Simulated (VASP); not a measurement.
# AlAs (F-43m) in VASP: settings compared

The runs below take AlAs through single point, with PBE+D3(BJ), RPBE+D4, PBE.

Program: VASP 6.6.1. These are calculated values, not measurements. Logs are shortened: lines on timing, memory, paths and dates and some standing lists are left out, and cuts for length are marked.

### Step 1. The cell of the first run

Symmetry: F-43m, No. 216, cubic system. Conventional cell: a = 5.592 Å, b = 5.592 Å, c = 5.592 Å, α = 90.00°, β = 90.00°, γ = 90.00°. Al (site symmetry -43m) has 4 As at 2.42 Å within 3.2 Å. Within 3.2 Å of As (site symmetry -43m) lie 4 Al at 2.42 Å.

### Step 2. Single point, PBE+D3(BJ) (volume scaled by 0.96)

Input file INCAR:

```
SYSTEM = AlAs
PREC     = Accurate       ! precision mode
ENCUT    = 500            ! plane-wave cutoff, eV
EDIFF    = 1E-6           ! SCF threshold, eV
ISMEAR   = 0              ! smearing method
SIGMA    = 0.05           ! smearing width, eV
LREAL    = .FALSE.        ! projectors in reciprocal space
LASPH    = .TRUE.         ! aspherical terms in the spheres
NELM     = 120            ! most SCF steps
ALGO     = Normal         ! electronic algorithm
ISIF     = 2              ! what is computed and relaxed
LWAVE    = .FALSE.        ! write WAVECAR
LCHARG   = .FALSE.        ! write CHGCAR
GGA      = PE             ! functional
IVDW     = 12             ! dispersion correction
NBANDS   = 11             ! bands
GGA_COMPAT= .FALSE.
```

Input file KPOINTS:

```
Automatic mesh
0
G
  8 8 8
  0 0 0
```

Input file POSCAR:

```
AlAs
1.0
    0.0000000000      2.7958646109      2.7958646109
    2.7958646109      0.0000000000      2.7958646109
    2.7958646109      2.7958646109      0.0000000000
Al As
1 1
Direct
    0.0000000000      0.0000000000      0.0000000000
    0.7500000000      0.7500000000      0.7500000000
```

Potentials or basis: VASP PAW PBE potentials, release 64 (Al, As).

Run with:

```console
$ cat potpaw_PBE.64/Al/POTCAR potpaw_PBE.64/As/POTCAR > POTCAR
$ mpirun -np 1 vasp_std > vasp.out
```

OUTCAR:

```text
SYSTEM = AlAs
   PREC = Accurate
   ENCUT = 500
   EDIFF = 1E-6
   ISMEAR = 0
   LREAL = .FALSE.
   LASPH = .TRUE.
   NELM = 120
   ISIF = 2
   GGA = PE
   IVDW = 12
 IVDW          = 12

 ion  position               nearest neighbor table
   1  0.000  0.000  0.000-   2 2.42   2 2.42   2 2.42   2 2.42
   2  0.750  0.750  0.750-   1 2.42   1 2.42   1 2.42   1 2.42

  LATTYP: Found a face centered cubic cell.
 ALAT       =     5.5917292218

  Lattice vectors:

 A1 = (   0.0000000000,   2.7958646109,   2.7958646109)
 A2 = (   2.7958646109,   0.0000000000,   2.7958646109)
 A3 = (   2.7958646109,   2.7958646109,   0.0000000000)

Analysis of symmetry for initial positions (statically):
=====================================================================
 Subroutine PRICEL returns:
 Original cell was already a primitive cell.

 Routine SETGRP: Setting up the symmetry group for a
 face centered cubic supercell.

 Subroutine GETGRP returns: Found 24 space group operations
 (whereof 24 operations were pure point group operations)
 out of a pool of 48 trial point group operations.

The static configuration has the point symmetry T_d .

Analysis of symmetry for dynamics (positions and initial velocities):
=====================================================================
 Subroutine PRICEL returns:
 Original cell was already a primitive cell.

 Routine SETGRP: Setting up the symmetry group for a
 face centered cubic supercell.

 Subroutine GETGRP returns: Found 24 space group operations
 (whereof 24 operations were pure point group operations)
 out of a pool of 48 trial point group operations.

The dynamic configuration has the point symmetry T_d .

 Subroutine INISYM returns: Found 24 space group operations
 (whereof 24 operations are pure point group operations),
 and found     1 'primitive' translations

----------------------------------------------------------------------------------------

                                     Primitive cell

  volume of cell :      43.7098

  direct lattice vectors                    reciprocal lattice vectors
     0.000000000  2.795864611  2.795864611    -0.178835555  0.178835555  0.178835555
     2.795864611  0.000000000  2.795864611     0.178835555 -0.178835555  0.178835555
     2.795864611  2.795864611  0.000000000     0.178835555  0.178835555 -0.178835555

  length of vectors
     3.953949651  3.953949651  3.953949651     0.309752268  0.309752268  0.309752268

  position of ions in fractional coordinates (direct lattice)
     0.000000000  0.000000000  0.000000000
     0.750000000  0.750000000  0.750000000

  ion indices of the primitive-cell ions
   primitive index   ion index
                 1           1
                 2           2

----------------------------------------------------------------------------------------

 KPOINTS: Automatic mesh

Automatic generation of k-mesh.
 Grid dimensions read from file:
 generate k-points for:    8    8    8

 Generating k-lattice:

  Cartesian coordinates                     Fractional coordinates (reciprocal lattice)
    -0.022354444  0.022354444  0.022354444     0.125000000  0.000000000  0.000000000
     0.022354444 -0.022354444  0.022354444     0.000000000  0.125000000  0.000000000
     0.022354444  0.022354444 -0.022354444     0.000000000  0.000000000  0.125000000

  Length of vectors
     0.038719033  0.038719033  0.038719033

  Shift w.r.t. Gamma in fractional coordinates (k-lattice)
     0.000000000  0.000000000  0.000000000

 Subroutine IBZKPT returns following result:
 ===========================================

 Found     29 irreducible k-points:

 Following reciprocal coordinates:
            Coordinates               Weight
  0.000000  0.000000  0.000000      1.000000
  0.125000  0.000000  0.000000      8.000000
  0.250000  0.000000  0.000000      8.000000
  0.375000  0.000000  0.000000      8.000000
  0.500000  0.000000  0.000000      4.000000
  0.125000  0.125000  0.000000      6.000000
[... 16 lines left out ...]
  0.500000  0.250000  0.125000     48.000000
 -0.375000  0.250000  0.125000     24.000000
 [... further k-points ...]
   k-points           NKPTS =     29   k-points in BZ     NKDIM =     29   number of bands    NBANDS=     11
   number of dos      NEDOS =    301   number of ions     NIONS =      2
   total plane-waves  NPLWV =  27000
   dimension x,y,z NGX =    30 NGY =   30 NGZ =   30
   dimension x,y,z NGXF=    60 NGYF=   60 NGZF=   60
   ions per type =               1   1
   NGX,Y,Z   is equivalent  to a cutoff of  12.61, 12.61, 12.61 a.u.
   NGXF,Y,Z  is equivalent  to a cutoff of  25.23, 25.23, 25.23 a.u.
 SYSTEM =  AlAs
   PREC   = accura    normal or accurate (medium, high low for compatibility)
   ISTART =      0    job   : 0-new  1-cont  2-samecut
   ICHARG =      2    charge: 1-file 2-atom 10-const
   ISPIN  =      1    spin polarized calculation?
   LNONCOLLINEAR =      F non collinear calculations
[... 20 lines left out ...]
   EFERMI_NEDOS =   21; number of points for ismear=-14 and -15
   IALGO  =     38    algorithm
   IMIX   =      4    mixing-type and parameters
     AMIX     =   0.40;   BMIX     =  1.00
     AMIX_MAG =   1.60;   BMIX_MAG =  1.00
  volume/ion in A,a.u.               =      21.85       147.48
  Fermi-wavevector in a.u.,A,eV,Ry     =   0.929491  1.756484 11.754810  0.863954
  Thomas-Fermi vector in A             =   2.055780
   LORBIT       =      0    0 simple, 1 ext, 2 COOP (PROOUT), +10 PAW based schemes
   GGA     = PE    functional components
   LHFCALC =     F    Hartree Fock is set to
   AEXX    =    0.0000 exact exchange contribution
   IVDW    =    12    specifies the selected vdW correction
   LEPSILON=     F    determine dielectric tensor
   LRPA    =     F    only Hartree local field effects (RPA)
 non-spin polarized calculation
 Gauss-broadening in eV      SIGMA  =   0.05
  energy-cutoff  :      500.00
  volume of cell :       43.71
 maximum number of plane-waves:      1124
 NGX is ok and might be reduce to    30
   NGX = 15   NGY = 15   NGZ = 15

 number of electron       8.0000001 magnetization

 Free energy of the ion-electron system (eV)
  ---------------------------------------------------
  ext. energy  EPLUGINS =         0.00000000
  ---------------------------------------------------
  free energy    TOTEN  =        -9.32942806 eV

  energy without entropy =       -9.32942806  energy(sigma->0) =       -9.32942806

 E-fermi :   4.4143     XC(G=0):  -9.1859

 val. band max:        4.2083814519   @ k =   0.0000   0.0000   0.0000
 cond. band min:       5.5761685880   @ k =   0.5000   0.5000   0.0000
 fundamental gap:      1.3677871361
 Fermi energy:         4.4143370134

 k-point     1 :       0.0000    0.0000    0.0000
  band No.  band energies     occupation
      1      -7.8678      2.00000
      2       4.2084      2.00000
      3       4.2084      2.00000
      4       4.2084      2.00000
      5       6.5663      0.00000
      6       8.5587      0.00000
      7       8.5587      0.00000
      8       8.5587      0.00000
      9      13.2819      0.00000
     10      13.2919      0.00000
     11      13.2919      0.00000

 k-point     2 :       0.1250    0.0000    0.0000
  band No.  band energies     occupation
      1      -7.7074      2.00000
      2       2.7773      2.00000
      3       4.0412      2.00000
      4       4.0412      2.00000
      5       7.2394      0.00000
      6       8.8508      0.00000
      7       8.8508      0.00000
      8       9.0341      0.00000
      9      12.6672      0.00000
     10      12.6672      0.00000
     11      13.9965      0.00000

 k-point     3 :       0.2500    0.0000    0.0000
  band No.  band energies     occupation
      1      -7.2604      2.00000
      2       0.7547      2.00000
      3       3.7127      2.00000
      4       3.7127      2.00000
      5       6.9840      0.00000
      6       9.1878      0.00000
      7       9.1878      0.00000
      8      10.8891      0.00000
      9      12.5731      0.00000
     10      12.5731      0.00000
     11      13.7216      0.00000
[... 267 lines left out ...]
 k-point    23 :       0.5000    0.2500    0.1250
  band No.  band energies     occupation
      1      -6.3569      2.00000
      2      -0.6808      2.00000
      3       1.5740      2.00000
      4       2.7953      2.00000
      5       7.9539      0.00000
      6       8.7535      0.00000
      7      10.1047      0.00000
      8      11.2007      0.00000
      9      13.7458      0.00000
     10      14.9563      0.00000
     11      16.5845      0.00000

 k-point    24 :      -0.3750    0.2500    0.1250
  band No.  band energies     occupation
      1      -6.0801      2.00000
      2      -1.1939      2.00000
      3       1.4240      2.00000
      4       2.6022      2.00000
      5       7.9576      0.00000
      6       8.4982      0.00000
      7      11.0371      0.00000
      8      11.9997      0.00000
      9      12.7236      0.00000
     10      15.3763      0.00000
     11      16.7439      0.00000

 [... further k-points ...]

------------------------ aborting loop because EDIFF is reached ----------------------------------------

 Edisp (eV)   -0.66011

 E8    (eV) :    -0.2887

  FORCE on cell =-STRESS in cart. coord.  units (eV):
  Direction    XX          YY          ZZ          XY          YZ          ZX
  --------------------------------------------------------------------------------------
  -------------------------------------------------------------------------------------
  Total       0.90263     0.90263     0.90263     0.00000     0.00000    -0.00000
  in kB      33.08595    33.08595    33.08595     0.00000     0.00000    -0.00000
  external pressure =       33.09 kB  Pullay stress =        0.00 kB

 VOLUME and BASIS-vectors are now :
 -----------------------------------------------------------------------------
  energy-cutoff  :      500.00
  volume of cell :       43.71
      direct lattice vectors                 reciprocal lattice vectors
     0.000000000  2.795864611  2.795864611    -0.178835555  0.178835555  0.178835555
     2.795864611  0.000000000  2.795864611     0.178835555 -0.178835555  0.178835555
     2.795864611  2.795864611  0.000000000     0.178835555  0.178835555 -0.178835555

 POSITION                                       TOTAL-FORCE (eV/Angst)
 -----------------------------------------------------------------------------------
      0.00000      0.00000      0.00000        -0.000000     -0.000000     -0.000000
      4.19380      4.19380      4.19380         0.000000      0.000000      0.000000
 -----------------------------------------------------------------------------------
    total drift:                               -0.000000     -0.000000     -0.000000

  FREE ENERGIE OF THE ION-ELECTRON SYSTEM (eV)
  ---------------------------------------------------
  free  energy   TOTEN  =        -9.9895358502 eV

  energy  without entropy=       -9.9895358502  energy(sigma->0) =       -9.98953585
```

Wall time 17 s (1 thread of Intel Xeon Platinum 8259CL at 2.50GHz (Skylake/Cascade Lake), shared host); peak memory 0.18 GiB.

What came out:

| Item | Value |
| --- | --- |
| Free energy | -9.9895 eV |
| Pressure | 3.3 GPa |
| Band gap on the k mesh | 1.37 eV, indirect (least direct gap 2.36 eV) |
| Dispersion energy per atom | -0.330 eV |

Levels at points of the mesh, in eV from the valence-band top:
```csv
k point,band 1,band 2,band 3,band 4,band 5,band 6,band 7,band 8,band 9
"(0.00, 0.00, 0.00)",-12.08,0.00,0.00,0.00,2.36,4.35,4.35,4.35,9.07
"(0.50, 0.00, 0.00)",-10.57,-5.74,-0.85,-0.85,2.28,4.70,4.70,7.82,11.51
"(0.50, 0.50, 0.00)",-9.98,-5.56,-2.26,-2.26,1.37,2.29,10.62,10.62,12.19
```

Caveat: the cell differs from its parent crystal (volume scaled by 0.96); three body term missing.

### Step 3. Single point, RPBE+D4 (volume scaled by 0.98)

Input file INCAR:

```
SYSTEM = AlAs
ALGO = Normal ; EDIFF = 1E-6
ENCUT = 500 ; GGA = RP
GGA_COMPAT = .FALSE. ; ISIF = 2
ISMEAR = 0 ; IVDW = 13
LASPH = .TRUE. ; LCHARG = .FALSE.
LREAL = .FALSE. ; LWAVE = .FALSE.
NBANDS = 11 ; NELM = 120
PREC = Accurate ; SIGMA = 0.05
```

Input file KPOINTS:

```
k-points
0
G
  8 8 8
  0 0 0
```

Input file POSCAR:

```
AlAs
1.0
    0.0000000000      2.7979304424      2.7979304424
    2.7979304424      0.0000000000      2.7979304424
    2.7979304424      2.7979304424      0.0000000000
Al As
1 1
Direct
    0.0000000000      0.0000000000      0.0000000000
    0.7500000000      0.7500000000      0.7500000000
```

Potentials or basis: VASP PAW PBE potentials, release 64 (Al, As).

Run with:

```console
$ cat potpaw_PBE.64/Al/POTCAR potpaw_PBE.64/As/POTCAR > POTCAR
$ mpirun -np 1 vasp_std > vasp.out
```

Wall time 15 s (1 thread of Intel Xeon Platinum 8259CL at 2.50GHz (Skylake/Cascade Lake), shared host); peak memory 0.17 GiB.

The run converged. Its results:

- Free energy: -10.0404 eV
- Pressure: 1.7 GPa
- Band gap on the k mesh: 1.45 eV, indirect (least direct gap 2.47 eV)
- Dispersion energy per atom: -0.655 eV

Levels at points of the mesh, in eV from the valence-band top:
```csv
k point,band 1,band 2,band 3,band 4,band 5,band 6,band 7,band 8
"(0.00, 0.00, 0.00)",-12.03,0.00,0.00,0.00,2.47,4.38,4.38,4.38
"(0.50, 0.00, 0.00)",-10.53,-5.69,-0.85,-0.85,2.37,4.73,4.73,7.94
"(0.50, 0.50, 0.00)",-9.94,-5.52,-2.24,-2.24,1.45,2.37,10.67,10.67
```

Caveat: the cell differs from its parent crystal (volume scaled by 0.98); the PAW data sets were made with another functional, which shifts forces and pressure a little. A k mesh can miss the band edges.

### Step 4. Single point, RPBE+D4 (volume scaled by 0.96)

Input file INCAR:

```
SYSTEM = AlAs
PREC = Accurate
ENCUT = 500
EDIFF = 1E-6
ISMEAR = 0
SIGMA = 0.05
LREAL = .False.
LASPH = .True.
NELM = 120
ALGO = Normal
ISIF = 2
LWAVE = .False.
LCHARG = .True.
GGA = RP
IVDW = 13
LELF = .True.
LVHAR = .True.
NBANDS = 11
GGA_COMPAT = .False.
```

Input file KPOINTS:

```
Automatic mesh
0
Gamma
  8 8 8
  0 0 0
```

Input file POSCAR:

```
AlAs
1.0
    0.0000000000      2.7787659338      2.7787659338
    2.7787659338      0.0000000000      2.7787659338
    2.7787659338      2.7787659338      0.0000000000
Al As
1 1
Direct
    0.0000000000      0.0000000000      0.0000000000
    0.7500000000      0.7500000000      0.7500000000
```

Run with:

```console
$ cat potpaw_PBE.64/Al/POTCAR potpaw_PBE.64/As/POTCAR > POTCAR
$ mpirun -np 1 vasp_std > vasp.out
```

It took 13 s on 1 thread of Intel Xeon Platinum 8259CL at 2.50GHz (Skylake/Cascade Lake), shared host; peak memory 0.17 GiB.

The run converged. Its results:

```
Free energy                : -10.0261 eV
Pressure                   : 3.5 GPa
Band gap on the k mesh     : 1.41 eV, indirect (least direct gap 2.64 eV)
Dispersion energy per atom : -0.671 eV
```

Levels at points of the mesh, in eV from the valence-band top:
```csv
k point,band 1,band 2,band 3,band 4,band 5,band 6,band 7,band 8
"(0.00, 0.00, 0.00)",-12.15,0.00,0.00,0.00,2.64,4.41,4.41,4.41
"(0.50, 0.00, 0.00)",-10.60,-5.79,-0.86,-0.86,2.45,4.74,4.74,7.97
"(0.50, 0.50, 0.00)",-9.99,-5.60,-2.29,-2.29,1.41,2.37,10.83,10.83
```

Caveat: the cell differs from its parent crystal (volume scaled by 0.96); the PAW data sets were made with another functional, which shifts forces and pressure a little.

### Step 5. Single point, PBE

This run uses another cell than the first one, of 22.67 Å³/atom, 1.038 times its volume.

Input file INCAR:

```
  PREC = Accurate
  ENCUT = 500
  EDIFF = 1E-6
  ISMEAR = 0
  SIGMA = 0.05
  LREAL = False
  LASPH = True
  NELM = 120
  ALGO = Normal
  ISIF = 2
  LWAVE = False
  LCHARG = True
  GGA = PE
  LELF = True
  LVHAR = True
  NBANDS = 11
  GGA_COMPAT = False
```

Input file KPOINTS:

```
Automatic mesh
0
Gamma
  8 8 8
```

Input file POSCAR:

```
AlAs
1.0
    0.0000000000      2.8304000400      2.8304000400
    2.8304000400      0.0000000000      2.8304000400
    2.8304000400      2.8304000400      0.0000000000
Al As
1 1
Direct
    0.0000000000      0.0000000000      0.0000000000
    0.7500000000      0.7500000000      0.7500000000
```

Run with:

```console
$ cat potpaw_PBE.64/Al/POTCAR potpaw_PBE.64/As/POTCAR > POTCAR
$ mpirun -np 1 vasp_std > vasp.out
```

It took 13 s on 1 thread of Intel Xeon Platinum 8259CL at 2.50GHz (Skylake/Cascade Lake), shared host; peak memory 0.17 GiB.

It converged, with:

```
Free energy            : -9.3734 eV
Pressure               : 2.8 GPa
Band gap on the k mesh : 1.43 eV, indirect (least direct gap 2.06 eV)
```

Levels at points of the mesh, in eV from the valence-band top:
```csv
k point,band 1,band 2,band 3,band 4,band 5,band 6,band 7,band 8,band 9
"(0.00, 0.00, 0.00)",-11.86,0.00,0.00,0.00,2.06,4.29,4.29,4.29,8.87
"(0.50, 0.00, 0.00)",-10.44,-5.57,-0.83,-0.83,2.14,4.68,4.68,7.75,11.20
"(0.50, 0.50, 0.00)",-9.89,-5.43,-2.17,-2.17,1.43,2.29,10.34,10.34,11.78
```

A k mesh can miss the band edges. PBE gaps usually lie below the measured ones, often by a third to a half.

### Step 6. Single point, PBE+D3(BJ)

This run uses another cell than the first one, of 22.67 Å³/atom, 1.038 times its volume.

Input file INCAR:

```
SYSTEM = AlAs
PREC = Accurate ; ENCUT = 500
EDIFF = 1E-6 ; ISMEAR = 0
SIGMA = 0.05 ; LREAL = .False.
LASPH = .True. ; NELM = 120
ALGO = Normal ; ISIF = 2
LWAVE = .False. ; LCHARG = .True.
GGA = PE ; IVDW = 12
LELF = .True. ; LVHAR = .True.
NBANDS = 11 ; GGA_COMPAT = .False.
```

Input file KPOINTS:

```
Automatic mesh
0
Gamma
  8 8 8
  0 0 0
```

POSCAR is that of step 5.

Potentials or basis: VASP PAW PBE potentials, release 64 (Al, As).

Run with:

```console
$ cat potpaw_PBE.64/Al/POTCAR potpaw_PBE.64/As/POTCAR > POTCAR
$ mpirun -np 1 vasp_std > vasp.out
```

It took 13 s on 1 thread of Intel Xeon Platinum 8259CL at 2.50GHz (Skylake/Cascade Lake), shared host; peak memory 0.18 GiB.

The run converged. Its results:

| Property | Result |
| --- | --- |
| Free energy | -10.0077 eV |
| Pressure | 0.3 GPa |
| Band gap on the k mesh | 1.43 eV, indirect (least direct gap 2.06 eV) |
| Dispersion energy per atom | -0.317 eV |

Levels at points of the mesh, in eV from the valence-band top:
```csv
k point,band 2,band 3,band 4,band 5,band 6,band 7
"(0.00, 0.00, 0.00)",0.00,0.00,0.00,2.06,4.29,4.29
"(0.50, 0.00, 0.00)",-5.57,-0.83,-0.83,2.14,4.68,4.68
"(0.50, 0.50, 0.00)",-5.43,-2.17,-2.17,1.43,2.29,10.34
```

Caveat: three body term missing. A k mesh can miss the band edges.

### Step 7. Overview

| level | cell | gap on the mesh (eV) | pressure (GPa) |
| --- | --- | --- | --- |
| PBE+D3(BJ) | a = 3.954 Å, angles 60.0°, 2 atoms | 1.37 | 3.3 |
| RPBE+D4 | a = 3.957 Å, angles 60.0°, 2 atoms | 1.45 | 1.7 |
| RPBE+D4 | a = 3.930 Å, angles 60.0°, 2 atoms | 1.41 | 3.5 |
| PBE | a = 4.003 Å, angles 60.0°, 2 atoms | 1.43 | 2.8 |
| PBE+D3(BJ) | a = 4.003 Å, angles 60.0°, 2 atoms | 1.43 | 0.3 |

Alike in all rows: task single point; potentials or basis VASP PAW PBE potentials, release 64 (Al, As); no spin polarisation; k mesh 8 × 8 × 8; cutoff (eV) 500; smearing gaussian 0.05 eV.

Caveats: three body term missing (some runs); the PAW data sets were made with another functional, which shifts forces and pressure a little (some runs).

Absolute energies hang on the potentials; compare differences alone.
